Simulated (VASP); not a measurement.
Set up this calculation in VASP 6.6.1, as the native input.

| Item | Value |
| --- | --- |
| Task | single point |
| Functional | PBE |
| Potentials or basis | VASP PAW PBE potentials, release 64 (Mn_sv) |
| Cutoff | 680 eV |
| k mesh | 11 × 11 × 11 |
| Occupations | fermi-dirac, width 0.003 eV |
| Spin | collinear spin, ferromagnetic start |
| Starting moments | [4.5] μB |
| Hubbard terms | Mn d U = 6.3 eV |
| Dipole correction | no |
| Further INCAR settings | ALGO = Normal; EDIFF = 1e-06; NBANDS = 18 |

The structure of Mn lies in POSCAR:

```
Mn
1.0
   -1.5405000000      1.5405000000      1.5405000000
    1.5405000000     -1.5405000000      1.5405000000
    1.5405000000      1.5405000000     -1.5405000000
Mn
1
Direct
    0.0000000000      0.0000000000      0.0000000000
```

This isn't the form of Mn at room conditions, which is a 58-atom cubic cell.

One way to write it, as run:

INCAR

```
SYSTEM = Mn
PREC = Accurate
ENCUT = 680
EDIFF = 1E-6
ISMEAR = -1
SIGMA = 0.003
LREAL = .False.
LASPH = .True.
NELM = 200
ALGO = Normal
ISIF = 2
LWAVE = .False.
LCHARG = .True.
ISPIN = 2
MAGMOM = 4.5
LORBIT = 11
LMAXMIX = 4
LDAU = .True.
LDAUTYPE = 2
LDAUL = 2
LDAUU = 6.3
LDAUJ = 0
LDAUPRINT = 1
GGA = PE
LELF = .True.
LVHAR = .True.
NBANDS = 18
GGA_COMPAT = .False.
```

KPOINTS

```
regular mesh
0
Gamma
  11 11 11
  0 0 0
```

Potentials or basis: VASP PAW PBE potentials, release 64 (Mn_sv).

Launch:

```bash
$ cat potpaw_PBE.64/Mn_sv/POTCAR > POTCAR
$ mpirun -np 1 vasp_std > vasp.out
```

Results of the run:

| Quantity | Value |
| --- | --- |
| Pressure | 30.7 GPa |
| Net moment | 4.26 μB per cell |
| Site moments | Mn +4.21 μB |
| Valence electrons inside the program's atomic spheres | Mn 12.99 |

Caveat: the cell stands under pressure; the U is typed as a test and isn't derived for this compound.

It took 2.2 min on 1 thread of AMD EPYC 7571, on a shared host, peak memory 0.14 GiB.
